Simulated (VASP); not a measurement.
# MgO2: G0W0 quasiparticle levels with r2SCAN

MgO2:

```
Mg O
1.0
     1.57848    0.91134    3.46190
    -1.57848    0.91134    3.46190
     0.00000   -1.82267    3.46190
Mg O
1 2
Direct
  0.00000 0.00000 0.00000
  0.42912 0.42912 0.42912
  0.57088 0.57088 0.57088
```

```yaml
Program: VASP 6.6.1
Task: G0W0 quasiparticle levels
Functional: r2SCAN
Potentials_or_basis: VASP PAW PBE potentials, release 64 (Mg_GW, O_GW)
Cutoff: 500 eV
k_mesh: 6 × 6 × 6
Occupations: gaussian, width 0.01 eV
Spin: no spin polarisation
Dipole_correction: no
GW_scheme: G0W0
GW_iterations: 1
Cutoff_of_the_response_function: 140
Frequency_points: 96
Empty_bands: 112
Further_INCAR_settings: ALGO = EVGW0; EDIFF = 1e-08; NBANDS = 119
```

```json
{
  "Quasiparticle gap": "6.14 eV",
  "Least direct quasiparticle gap": "6.14 eV",
  "Band gap of the starting levels on the mesh": "3.13 eV",
  "Least direct gap of the starting levels on the mesh": "3.13 eV"
}
```

Run time: 10 min on 1 thread of Intel(R) Xeon(R) 6975P-C (Granite Rapids) (shared host), peak memory 0.71 GiB.

Caveat: the k points lie up to 0.40 Å⁻¹ apart; bands, screening cutoff and mesh are small and nothing is extrapolated, so the quasiparticle values aren't converged.
